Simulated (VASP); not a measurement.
Wanted: the native input for a VASP 6.6.1 run.

| Property | Result |
| --- | --- |
| Task | single point |
| Functional | LDA |
| Potentials or basis | VASP PAW LDA potentials, release 64 (Si, B) |
| Cutoff | 520 eV |
| k mesh | 2 × 2 × 2 |
| Occupations | fermi-dirac, width 0.05 eV |
| Spin | collinear spin, zero start |
| Starting moments | [0.0, 0.0, 0.0, 0.0, 0.0, 0.0, 0.0, 0.0, 0.0, 0.0, 0.0, 0.0, 0.0, 0.0, 0.0, 0.0, 0.0] μB |
| Dipole correction | no |
| Further INCAR settings | LREAL = Auto; ALGO = Normal; EDIFF = 1e-06; NBANDS = 52 |

The structure of Si16B (a cell with a defect) lies in POSCAR:

```
Si16B
1.0
    0.0000000000      5.4300000000      5.4300000000
    5.4300000000      0.0000000000      5.4300000000
    5.4300000000      5.4300000000      0.0000000000
Si B
16 1
Direct
   -0.0058103131      0.0132504604      0.0208379374
    0.1562338858      0.1097329650      0.1356998158
    0.0214917127     -0.0232412523      0.5118416206
    0.0944106814      0.1746132597      0.6301565378
    0.0333057090      0.4704327808     -0.0010405157
    0.1091988950      0.6550000000      0.1124217311
   -0.0341528545      0.5393830571      0.4864917127
    0.1568324125      0.6089134438      0.6248618785
    0.5662615101     -0.0213259669     -0.0175690608
    0.6185727440      0.1763627993      0.1009300184
    0.4501012891      0.0353499079      0.4448895028
    0.6486556169      0.0767034991      0.5842541436
    0.4856169429      0.5295027624     -0.0121546961
    0.6599539595      0.5425322284      0.1675966851
    0.5331491713      0.4448802947      0.5463351750
    0.6148618785      0.6582136280      0.5960589319
    0.5924125230      0.7711602210      0.8672375691
```

These files were run (other wordings do the same):

INCAR

```
  PREC = Accurate
  ENCUT = 520
  EDIFF = 1E-6
  ISMEAR = -1
  SIGMA = 0.05
  LREAL = Auto
  LASPH = T
  NELM = 150
  ALGO = Normal
  ISIF = 2
  LWAVE = F
  LCHARG = T
  ISPIN = 2
  MAGMOM = 0 0 0 0 0 0 0 0 0 0 0 0 0 0 0 0 0
  LORBIT = 11
  GGA = CA
  LELF = T
  LVHAR = T
  NBANDS = 52
```

KPOINTS

```
Automatic mesh
0
Gamma
  2 2 2
```

Potentials or basis: VASP PAW LDA potentials, release 64 (Si, B).

The run is started by

```sh
$ cat potpaw_LDA.64/Si/POTCAR potpaw_LDA.64/B/POTCAR > POTCAR
$ mpirun -np 1 vasp_std > vasp.out
```

Results of the run:

```
Pressure                                              : -1.8 GPa
Largest force                                         : 2.451 eV/Å
Net moment                                            : 0.00 μB per cell
Valence electrons inside the program's atomic spheres : Si 1.69, 1.67, 1.68, 1.70, 1.71, 1.72, 1.62, 1.73, 1.63 (each value once); B 1.71
```

Caveat: the k points lie up to 0.50 Å⁻¹ apart; no moment was typed at the start, so none could form.

Wall time 8.4 min on 1 thread of Intel(R) Xeon(R) Platinum 8375C CPU @ 2.90GHz (Ice Lake), with other jobs on the host, peak memory 0.48 GiB.
